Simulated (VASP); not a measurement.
**Pb: single point with PBEsol**

Crystal: Pb.

```xyz
1
Lattice="0.0000 2.4646 2.4646 2.4646 0.0000 2.4646 2.4646 2.4646 0.0000" Properties=species:S:1:pos:R:3 pbc="T T T"
Pb    0.0000    0.0000    0.0000
```

```
Program             : VASP 6.6.1
Task                : single point
Functional          : PBEsol
Potentials or basis : VASP PAW PBE potentials, release 64 (Pb_d)
Cutoff              : 520 eV
k mesh              : 9 × 9 × 9
Occupations         : fermi-dirac, width 0.05 eV
Spin                : no spin polarisation
```

```
Pressure               : -0.1 GPa
Band gap on the k mesh : zero (band 7 reaches 14.75 eV, above the bottom of band 8 at 5.66 eV)
```

Levels at points of the mesh, in eV from the Fermi level:
```tsv
k point	band 5	band 6	band 7	band 8	band 9	band 10
(0.00, 0.00, 0.00)	-16.69	-11.70	7.67	7.67	7.67	9.93
```

It took 18 s on 1 thread of Intel Xeon 8259CL (shared host), peak memory 0.16 GiB.

Caveat: the PAW data sets were made with another functional, which shifts forces and pressure a little; spin-orbit coupling is left out, which moves the levels of the heavy elements.
